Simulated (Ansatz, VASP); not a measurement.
**LaGa2: VASP beside Ansatz**

```
CELL_PARAMETERS angstrom
4.43226 0.00000 0.00000
-2.21613 3.83845 0.00000
0.00000 0.00000 4.53075
ATOMIC_POSITIONS crystal
La 0.00000 0.00000 0.00000
Ga 0.33333 0.66667 0.50000
Ga 0.66667 0.33333 0.50000
```

Alike in both runs: task relaxation of cell and atoms; functional LDA; k mesh 9 × 9 × 8; occupations fermi-dirac, width 0.05 eV; no spin polarisation.

```csv
,VASP,Ansatz
version,VASP 6.6.1,Ansatz 0.2.0
potentials or method,"VASP PAW LDA potentials, release 64 (La, Ga_d)","PAW with Ansatz's default frozen-core files, scalar-relativistic"
plane-wave cutoff (eV),600,420
valence electrons in the cell,37,37
```

|  | VASP | Ansatz | Ansatz less VASP |
| --- | --- | --- | --- |
| relaxed volume (Å³/atom) | 22.43 | 22.41 | -0.024 |
| relaxed cell length with the largest relative difference (Å) | 4.228 | 4.225 | -0.0031 |

LDA's correlation is that of Perdew and Zunger in VASP and of Perdew and Wang (1992) in Ansatz.

Neither program's run includes spin-orbit coupling.
